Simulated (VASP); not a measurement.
Wanted: the native input for a VASP 6.6.1 run.

```yaml
Task: single point
Functional: PBE
Potentials_or_basis: VASP PAW PBE potentials, release 64 (Pt)
Cutoff: 520 eV
k_mesh: 24 × 24 × 24
Occupations: fermi-dirac, width 0.0612256 eV
Spin: no spin polarisation
Dipole_correction: no
Further_INCAR_settings: ALGO = Normal; EDIFF = 1e-06; NBANDS = 11
```

The structure of Pt lies in POSCAR:

```
Pt
1.0
   -1.5928545296      1.5928545296      1.5928545296
    1.5928545296     -1.5928545296      1.5928545296
    1.5928545296      1.5928545296     -1.5928545296
Pt
1
Direct
    0.0000000000      0.0000000000      0.0000000000
```

This isn't the form of Pt at room conditions, which is fcc.

One way to write it, as run:

INCAR

```
SYSTEM = Pt
ALGO = Normal
EDIFF = 1E-6
ENCUT = 520
GGA = PE
ISIF = 2
ISMEAR = -1
LASPH = .TRUE.
LCHARG = .TRUE.
LELF = .TRUE.
LREAL = .FALSE.
LVHAR = .TRUE.
LWAVE = .FALSE.
NBANDS = 11
NELM = 100
PREC = Accurate
SIGMA = 0.06122561905347299
```

KPOINTS

```
k-points
0
G
  24 24 24
  0 0 0
```

Potentials or basis: VASP PAW PBE potentials, release 64 (Pt).

Command:

```bash
$ cat potpaw_PBE.64/Pt/POTCAR > POTCAR
$ mpirun -np 1 vasp_std > vasp.out
```

It gave:

```json
{"Pressure": "-5.0 GPa", "Band gap on the k mesh": "zero (bands 5 and 6 overlap by 2.07 eV)"}
```

Caveat: the cell stands under tension; spin-orbit coupling is left out, which moves the levels of the heavy elements.

It took 54 s on 1 thread of Intel(R) Xeon(R) Platinum 8259CL CPU @ 2.50GHz (Skylake/Cascade Lake) (shared host), peak memory 0.2 GiB.
